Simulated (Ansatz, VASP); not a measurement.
# W in VASP and in Ansatz

```
CELL_PARAMETERS angstrom
2.79682 0.00000 0.00000
-1.39841 2.42212 0.00000
0.00000 0.00000 9.86832
ATOMIC_POSITIONS crystal
W 0.00000 0.00000 0.00000
W 0.00000 0.00000 0.50000
W 0.33333 0.66667 0.25000
W 0.66667 0.33333 0.75000
```

Alike in both runs: task single point; functional RPBE; k mesh 15 × 15 × 4; occupations fermi-dirac, width 0.1 eV; no spin polarisation.

|  | VASP | Ansatz |
| --- | --- | --- |
| version | VASP 6.6.1 | Ansatz 0.2.0 |
| potentials or method | VASP PAW PBE potentials, release 64 (W_sv), cutoff 520 eV | plane waves (420 eV) with PAW, scalar-relativistic |
| valence electrons in the cell | 56 | 56 |

|  | VASP | Ansatz | Ansatz less VASP |
| --- | --- | --- | --- |
| pressure (GPa) | 0.4 | 0.0 | -0.43 |
| traceless stress, the component that is largest in VASP (GPa) | -0.45 | -0.37 | +0.084 |

VASP's potentials were made for PBE, not for RPBE. With one functional, cell and mesh, what is left measures potentials, basis and numerics.

Neither program's run includes spin-orbit coupling.
